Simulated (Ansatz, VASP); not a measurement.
**Two plane-wave programs on Nb**

```
Nb
1.0
    -1.65097    1.65097    1.65097
     1.65097   -1.65097    1.65097
     1.65097    1.65097   -1.65097
Nb
1
Direct
  0.00000 0.00000 0.00000
```

Alike in both runs: task single point; functional r2SCAN; k mesh 34 × 34 × 34; no spin polarisation.

|  | VASP | Ansatz |
| --- | --- | --- |
| version | VASP 6.6.1 | Ansatz 0.2.0 |
| potentials or method | VASP PAW PBE potentials, release 64 (Nb_sv) | plane-wave PAW, scalar-relativistic |
| plane-wave cutoff (eV) | 520 | 500 |
| occupations | methfessel-paxton of order 1, width 0.1 eV | cold, width 0.1 eV |
| valence electrons in the cell | 13 | 13 |

|  | VASP | Ansatz | Ansatz less VASP |
| --- | --- | --- | --- |
| pressure (GPa) | -0.1 | 0.1 | +0.22 |

VASP's potentials were made for PBE, not for r2SCAN.
